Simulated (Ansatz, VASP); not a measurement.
## KF in VASP and in Ansatz

File POSCAR:

```
KF
1.0
    0.0000000000      2.6589566634      2.6589566634
    2.6589566634      0.0000000000      2.6589566634
    2.6589566634      2.6589566634      0.0000000000
K F
1 1
Direct
    0.0000000000      0.0000000000      0.0000000000
    0.5000000000      0.5000000000      0.5000000000
```

INCAR.step1

```
  PREC = Accurate
  ENCUT = 520
  EDIFF = 1E-5
  ISMEAR = 0
  SIGMA = 0.01
  LREAL = False
  LASPH = True
  NELM = 60
  ALGO = Normal
  ISIF = 2
  LWAVE = True
  LCHARG = False
  NBANDS = 15
  GGA = PE
```

The input INCAR.step2:

```
  PREC = Accurate
  ENCUT = 520
  EDIFF = 1E-7
  ISMEAR = 0
  SIGMA = 0.01
  LREAL = False
  LASPH = True
  NELM = 60
  ALGO = Normal
  ISIF = 2
  LWAVE = False
  LCHARG = False
  GGA = PE
  LHFCALC = True
  AEXX = 0.35
  HFSCREEN = 0.5
  PRECFOCK = Normal
  NBANDS = 15
  ISTART = 1
```

File KPOINTS:

```
regular mesh
0
Gamma
  4 4 4
```

Input for Ansatz:

```yaml
crystal:
  lattice:
    - [0.0, 2.6589566634, 2.6589566634]
    - [2.6589566634, 0.0, 2.6589566634]
    - [2.6589566634, 2.6589566634, 0.0]
  atoms:
    - { symbol: K, position: [0.0, 0.0, 0.0] }
    - { symbol: F, position: [0.5, 0.5, 0.5] }
kpoints:
  mp_grid: { grid: [4, 4, 4] }
hamiltonian:
  xc: { exchange: pbe, correlation: pbe, exx: { coeff: 0.35, omega: 0.5 } }
scf:
  occupations: { method: fixed }
  n_extra_bands: 4
output:
  forces: true
  stress: true
  eigenvalues: true
```

Alike in both runs: task single point; functional PBE-based screened hybrid; k mesh 4 × 4 × 4; no spin polarisation.

|  | VASP | Ansatz |
| --- | --- | --- |
| version | VASP 6.6.1 | Ansatz 0.2.0 |
| potentials or method | VASP PAW PBE potentials, release 64 (K_sv, F) | plane waves |
| plane-wave cutoff (eV) | 520 | 420 |
| occupations | gaussian, width 0.01 eV | fixed |
| valence electrons in the cell | 16 | 16 |

```csv
,VASP,Ansatz,Ansatz less VASP
gap on the k mesh at the Fermi level (eV),8.02,8.04,+0.020
pressure (GPa),0.8,0.6,-0.12
```

VASP's potentials were made for PBE, not for PBE-based screened hybrid. Ansatz's warnings: stress exchange threshold loose, stress scf threshold loose.

The k mesh is coarse, so the values compare programs but aren't converged.
